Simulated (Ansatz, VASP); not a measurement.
# One calculation of Pt, two programs

```
Pt
1.0
     0.00000    2.90755    2.90755
     2.90755    0.00000    2.90755
     2.90755    2.90755    0.00000
Pt
2
Direct
  0.12500 0.12500 0.12500
  0.87500 0.87500 0.87500
```

Alike in both runs: functional revPBE; k mesh 10 × 10 × 10; occupations fermi-dirac, width 0.1 eV; no spin polarisation.

Ansatz relaxed the structure, and its values are those at the end. VASP's run is a single point on that final structure, the one shown.

|  | VASP | Ansatz |
| --- | --- | --- |
| version | VASP 6.6.1 | Ansatz 0.2.0 |
| potentials or method | VASP PAW PBE potentials, release 64 (Pt), cutoff 520 eV | plane waves (420 eV) with PAW, scalar-relativistic |
| valence electrons in the cell | 20 | 36 |

|  | VASP | Ansatz | Ansatz less VASP |
| --- | --- | --- | --- |
| pressure (GPa) | -0.4 | 0.0 | +0.36 |

VASP's potentials were made for PBE, not for revPBE. VASP's potentials hold 20 valence electrons a cell and Ansatz's 36, so a difference there can come from the potentials and not from the codes.

Spin-orbit coupling is off throughout.
